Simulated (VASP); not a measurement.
# Ti (I4_1/amd) in VASP: single point with PBE

Aim: the single point of Ti with PBE.

Everything below comes from runs of VASP 6.6.1. Logs are shortened: lines on timing, memory, paths and dates and some standing lists are left out, and cuts for length are marked.

### Step 1. The cell of the first run

It takes space group I4_1/amd (No. 141, tetragonal). Conventional cell: a = 4.994 Å, b = 4.994 Å, c = 2.804 Å, α = 90.00°, β = 90.00°, γ = 90.00°. Ti (site symmetry -4m2) has 10 Ti at 2.59 to 3.26 Å within 3.4 Å.

### Step 2. Single point, PBE

File POSCAR:

```
Ti
1.0
   -2.4969842691      2.4969842691      1.4018794898
    2.4969842691     -2.4969842691      1.4018794898
    2.4969842691      2.4969842691     -1.4018794898
Ti
2
Direct
   -0.3750000000     -0.1250000000     -0.2500000000
    0.3750000000      0.1250000000      0.2500000000
```

File INCAR.step1:

```
PREC     = Accurate       # precision mode
ENCUT    = 520            # plane-wave cutoff, eV
EDIFF    = 1E-6           # SCF threshold, eV
ISMEAR   = -1             # smearing method
SIGMA    = 0.1            # smearing width, eV
LREAL    = F              # projectors in reciprocal space
LASPH    = T              # aspherical terms in the spheres
NELM     = 80             # most SCF steps
ALGO     = Normal         # electronic algorithm
ISIF     = 2              # what is computed and relaxed
LWAVE    = F              # write WAVECAR
LCHARG   = T              # write CHGCAR
LMAXMIX  = 4              # l up to which the mixer works
GGA      = PE             # functional
NBANDS   = 19             # bands
```

File KPOINTS.step1:

```
regular mesh
0
Gamma
  15 15 15
```

File INCAR.step2:

```
PREC     = Accurate       # precision mode
ENCUT    = 520            # plane-wave cutoff, eV
EDIFF    = 1E-6           # SCF threshold, eV
ISMEAR   = -5             # smearing method
SIGMA    = 0.1            # smearing width, eV
LREAL    = F              # projectors in reciprocal space
LASPH    = T              # aspherical terms in the spheres
NELM     = 80             # most SCF steps
ALGO     = Normal         # electronic algorithm
ISIF     = 2              # what is computed and relaxed
LWAVE    = F              # write WAVECAR
LCHARG   = F              # write CHGCAR
LMAXMIX  = 4              # l up to which the mixer works
GGA      = PE             # functional
LORBIT   = 10             # projections on sites
NEDOS    = 1001           # points of the DOS
ICHARG   = 11             # starting density
```

File KPOINTS.step2:

```
regular mesh
0
Gamma
  23 23 23
```

Potentials or basis: VASP PAW PBE potentials, release 64 (Ti_sv).

Launch:

```sh
$ cat potpaw_PBE.64/Ti_sv/POTCAR > POTCAR
$ cp INCAR.step1 INCAR
$ cp KPOINTS.step1 KPOINTS
$ mpirun -np 1 vasp_std > vasp.out
$ cp INCAR.step2 INCAR
$ cp KPOINTS.step2 KPOINTS
$ mpirun -np 1 vasp_std > vasp.out
```

OUTCAR:

```text
PREC = Accurate
   ENCUT = 520
   EDIFF = 1E-6
   ISMEAR = -5
   LREAL = F
   LASPH = T
   NELM = 80
   ISIF = 2
   GGA = PE
   LORBIT = 10
   ICHARG = 11

 ion  position               nearest neighbor table
   1  0.625  0.875  0.750-   2 2.59   2 2.59   2 2.59   2 2.59
   2  0.375  0.125  0.250-   1 2.59   1 2.59   1 2.59   1 2.59

  LATTYP: Found a body centered tetragonal cell.
 ALAT       =     4.9939685382
 C/A-ratio  =     0.5614290435

  Lattice vectors:

 A1 = (  -2.4969842691,   2.4969842691,   1.4018794898)
 A2 = (   2.4969842691,  -2.4969842691,   1.4018794898)
 A3 = (   2.4969842691,   2.4969842691,  -1.4018794898)

Analysis of symmetry for initial positions (statically):
=====================================================================
 Subroutine PRICEL returns:
 Original cell was already a primitive cell.

 Routine SETGRP: Setting up the symmetry group for a
 body centered tetragonal supercell.

 Subroutine GETGRP returns: Found 16 space group operations
 (whereof  4 operations were pure point group operations)
 out of a pool of 16 trial point group operations.

The static configuration has the point symmetry C_2h.
 The point group associated with its full space group is D_4h.

Analysis of symmetry for dynamics (positions and initial velocities):
=====================================================================
 Subroutine PRICEL returns:
 Original cell was already a primitive cell.

 Routine SETGRP: Setting up the symmetry group for a
 body centered tetragonal supercell.

 Subroutine GETGRP returns: Found 16 space group operations
 (whereof  4 operations were pure point group operations)
 out of a pool of 16 trial point group operations.

The dynamic configuration has the point symmetry C_2h.
 The point group associated with its full space group is D_4h.

 Subroutine INISYM returns: Found 16 space group operations
 (whereof  4 operations are pure point group operations),
 and found     1 'primitive' translations

----------------------------------------------------------------------------------------

                                     Primitive cell

  volume of cell :      34.9625

  direct lattice vectors                    reciprocal lattice vectors
    -2.496984269  2.496984269  1.401879490     0.000000000  0.200241550  0.356664038
     2.496984269 -2.496984269  1.401879490     0.200241550  0.000000000  0.356664038
     2.496984269  2.496984269 -1.401879490     0.200241550  0.200241550  0.000000000

  length of vectors
     3.799358760  3.799358760  3.799358760     0.409030457  0.409030457  0.283184316

  position of ions in fractional coordinates (direct lattice)
     0.625000000  0.875000000  0.750000000
     0.375000000  0.125000000  0.250000000

  ion indices of the primitive-cell ions
   primitive index   ion index
                 1           1
                 2           2

----------------------------------------------------------------------------------------

 KPOINTS: regular mesh

Automatic generation of k-mesh.
 Grid dimensions read from file:
 generate k-points for:   23   23   23

 Generating k-lattice:

  Cartesian coordinates                     Fractional coordinates (reciprocal lattice)
     0.000000000  0.008706154  0.015507132     0.043478261  0.000000000  0.000000000
     0.008706154  0.000000000  0.015507132     0.000000000  0.043478261  0.000000000
     0.008706154  0.008706154  0.000000000     0.000000000  0.000000000  0.043478261

  Length of vectors
     0.017783933  0.017783933  0.012312362

  Shift w.r.t. Gamma in fractional coordinates (k-lattice)
     0.000000000  0.000000000  0.000000000

 TETIRR: Found  29779 inequivalent tetrahedra from    73002

 Subroutine IBZKPT returns following result:
 ===========================================

 Found    936 irreducible k-points:

 Following reciprocal coordinates:
            Coordinates               Weight
  0.000000  0.000000  0.000000      1.000000
  0.043478 -0.000000  0.000000      8.000000
  0.086957 -0.000000  0.000000      8.000000
  0.130435 -0.000000  0.000000      8.000000
  0.173913 -0.000000  0.000000      8.000000
  0.217391 -0.000000  0.000000      8.000000
[... 16 lines left out ...]
  0.478261  0.043478  0.000000     16.000000
 -0.478261  0.043478 -0.000000     16.000000
 [... further k-points ...]
   k-points           NKPTS =    936   k-points in BZ     NKDIM =    936   number of bands    NBANDS=     16
   number of dos      NEDOS =   1001   number of ions     NIONS =      2
   total plane-waves  NPLWV =  21952
   dimension x,y,z NGX =    28 NGY =   28 NGZ =   28
   dimension x,y,z NGXF=    56 NGYF=   56 NGZF=   56
   ions per type =               2
   NGX,Y,Z   is equivalent  to a cutoff of  12.25, 12.25, 12.25 a.u.
   NGXF,Y,Z  is equivalent  to a cutoff of  24.50, 24.50, 24.50 a.u.
 SYSTEM =  unknown system
   PREC   = accura    normal or accurate (medium, high low for compatibility)
   ISTART =      0    job   : 0-new  1-cont  2-samecut
   ICHARG =     11    charge: 1-file 2-atom 10-const
   ISPIN  =      1    spin polarized calculation?
   LNONCOLLINEAR =      F non collinear calculations
   LSORBIT =      F    spin-orbit coupling
   LASPH  =      T    aspherical Exc in radial PAW
   ENCUT  =  520.0 eV  38.22 Ry    6.18 a.u.   7.06  7.06  7.06*2*pi/ulx,y,z
   NELM   =     80;   NELMIN=  2; NELMDL=  0     # of ELM steps
   EDIFF  = 0.1E-05   stopping-criterion for ELM
   LREAL  =      F    real-space projection
   EDIFFG = 0.1E-04   stopping-criterion for IOM
   NSW    =      0    number of steps for IOM
   IBRION =     -1    ionic relax: 0-MD 1-quasi-New 2-CG
   NFREE  =      0    steps in history (QN), initial steepest desc. (CG)
   ISIF   =      2    stress and relaxation
   ISYM   =      2    0-nonsym 1-usesym 2-fastsym
   POTIM  = 0.5000    time-step for ionic-motion
   TEBEG  =    0.0;   TEEND  =   0.0 temperature during run
   PSTRESS=    0.0 pullay stress
   NELECT =      24.0000    total number of electrons
   NUPDOWN=      -1.0000    fix difference up-down
   EMIN   =  10.00;   EMAX   =-10.00  energy-range for DOS
   EFERMI =   0.00;   METHOD = LEGACY
   ISMEAR =    -5;   SIGMA  =   0.10  broadening in eV -4-tet -1-fermi 0-gaus
   EFERMI_NEDOS =   21; number of points for ismear=-14 and -15
   IALGO  =     38    algorithm
   IMIX   =      4    mixing-type and parameters
     AMIX     =   0.40;   BMIX     =  1.00
     AMIX_MAG =   1.60;   BMIX_MAG =  1.00
  volume/ion in A,a.u.               =      17.48       117.97
  Fermi-wavevector in a.u.,A,eV,Ry     =   1.444146  2.729041 28.375741  2.085558
  Thomas-Fermi vector in A             =   2.562474
   LORBIT       =     10    0 simple, 1 ext, 2 COOP (PROOUT), +10 PAW based schemes
   GGA     = PE    functional components
   LHFCALC =     F    Hartree Fock is set to
   AEXX    =    0.0000 exact exchange contribution
   IVDW    =     0    specifies the selected vdW correction
   LEPSILON=     F    determine dielectric tensor
   LRPA    =     F    only Hartree local field effects (RPA)
 non-spin polarized calculation
 Fermi weights with tetrahedron method with Bloechl corrections
  energy-cutoff  :      520.00
  volume of cell :       34.96
 maximum number of plane-waves:       970

 number of electron      24.0000000 magnetization

 Free energy of the ion-electron system (eV)
  ---------------------------------------------------
  ext. energy  EPLUGINS =         0.00000000
  ---------------------------------------------------
  free energy    TOTEN  =       -14.80863584 eV

  energy without entropy =      -14.80863584  energy(sigma->0) =      -14.80863584

 E-fermi :   7.9325     XC(G=0): -11.4141

 val. band max:        7.9448457145   @ k =  -0.4348  -0.4783   0.4348
 cond. band min:       7.9083968373   @ k =  -0.4348   0.2609   0.0435
 fundamental gap:     -0.0364488772
 Fermi energy:         7.9325368809

 k-point     1 :       0.0000    0.0000    0.0000
  band No.  band energies     occupation
      1     -48.5952      2.00000
      2     -48.2899      2.00000
      3     -25.1282      2.00000
      4     -25.1282      2.00000
      5     -24.4233      2.00000
      6     -24.4102      2.00000
[... 8 lines left out ...]
     15      10.4467      0.00000
     16      10.4879      0.00000

 k-point     2 :       0.0435   -0.0000    0.0000
  band No.  band energies     occupation
      1     -48.5928      2.00000
      2     -48.2900      2.00000
      3     -25.1275      2.00000
      4     -25.1231      2.00000
      5     -24.4340      2.00000
      6     -24.4203      2.00000
[... 8 lines left out ...]
     15      10.1596      0.00000
     16      10.6604      0.00000

 k-point     3 :       0.0870   -0.0000    0.0000
  band No.  band energies     occupation
      1     -48.5858      2.00000
      2     -48.2903      2.00000
      3     -25.1255      2.00000
      4     -25.1082      2.00000
      5     -24.4644      2.00000
      6     -24.4493      2.00000
[... 8 lines left out ...]
     15       9.8188      0.00000
     16      10.6943      0.00000

 k-point     4 :       0.1304   -0.0000    0.0000
  band No.  band energies     occupation
      1     -48.5745      2.00000
      2     -48.2909      2.00000
      3     -25.1223      2.00000
      4     -25.0848      2.00000
      5     -24.5127      2.00000
      6     -24.4928      2.00000
[... 8 lines left out ...]
     15       9.5594      0.00000
     16      10.5664      0.00000
[... 324 lines left out ...]
 k-point    22 :       0.4348    0.0435    0.0000
  band No.  band energies     occupation
      1     -48.4489      2.00000
      2     -48.3118      2.00000
      3     -25.0939      2.00000
      4     -25.0419      2.00000
      5     -24.9388      2.00000
      6     -24.6761      2.00000
[... 8 lines left out ...]
     15       9.5447      0.00000
     16      10.7579      0.00000

 k-point    23 :       0.4783    0.0435    0.0000
  band No.  band energies     occupation
      1     -48.4461      2.00000
      2     -48.3146      2.00000
      3     -25.0952      2.00000
      4     -25.0402      2.00000
      5     -24.9422      2.00000
      6     -24.6505      2.00000
[... 8 lines left out ...]
     15       9.4770      0.00000
     16      10.6709      0.00000

 k-point    24 :      -0.4783    0.0435   -0.0000
  band No.  band energies     occupation
      1     -48.4504      2.00000
      2     -48.3149      2.00000
      3     -25.0958      2.00000
      4     -25.0257      2.00000
      5     -24.9304      2.00000
      6     -24.6415      2.00000
[... 8 lines left out ...]
     15       9.5918      0.00000
     16      10.7392      0.00000

 [... further k-points ...]

------------------------ aborting loop because EDIFF is reached ----------------------------------------

  FORCE on cell =-STRESS in cart. coord.  units (eV):
  Direction    XX          YY          ZZ          XY          YZ          ZX
  --------------------------------------------------------------------------------------
  -------------------------------------------------------------------------------------
  Total       -0.6031717     -0.6031717      0.0792251      0.0000000     -0.0000000      0.0000000
  in kB      -27.6407136    -27.6407136      3.6305388      0.0000000     -0.0000000      0.0000000
  external PRESSURE =     -17.2169628 kB  Pullay stress =       0.0000000 kB

 VOLUME and BASIS-vectors are now :
 -----------------------------------------------------------------------------
  energy-cutoff  :      520.00
  volume of cell :       34.96
      direct lattice vectors                 reciprocal lattice vectors
    -2.496984269  2.496984269  1.401879490     0.000000000  0.200241550  0.356664038
     2.496984269 -2.496984269  1.401879490     0.200241550  0.000000000  0.356664038
     2.496984269  2.496984269 -1.401879490     0.200241550  0.200241550  0.000000000

 POSITION                                       TOTAL-FORCE (eV/Angst)
 -----------------------------------------------------------------------------------
      2.49698      1.24849      1.05141         0.000000     -0.000000     -0.000000
      0.00000      1.24849      0.35047        -0.000000      0.000000      0.000000
 -----------------------------------------------------------------------------------
    total drift:                               -0.000000      0.000000     -0.000000

  FREE ENERGIE OF THE ION-ELECTRON SYSTEM (eV)
  ---------------------------------------------------
  free  energy   TOTEN  =       -14.8086358399 eV

  energy  without entropy=      -14.8086358399  energy(sigma->0) =      -14.80863584

 total charge

# of ion       s       p       d       tot
------------------------------------------
    1        2.243   6.093   2.002  10.338
    2        2.243   6.093   2.002  10.338
--------------------------------------------------
tot          4.485  12.186   4.005  20.676
```

It took 9.2 min on 1 thread of Intel Xeon 8259CL, shared host; peak memory 0.6 GiB.

What came out:

```
Valence electrons inside the program's atomic spheres : Ti 10.34
```
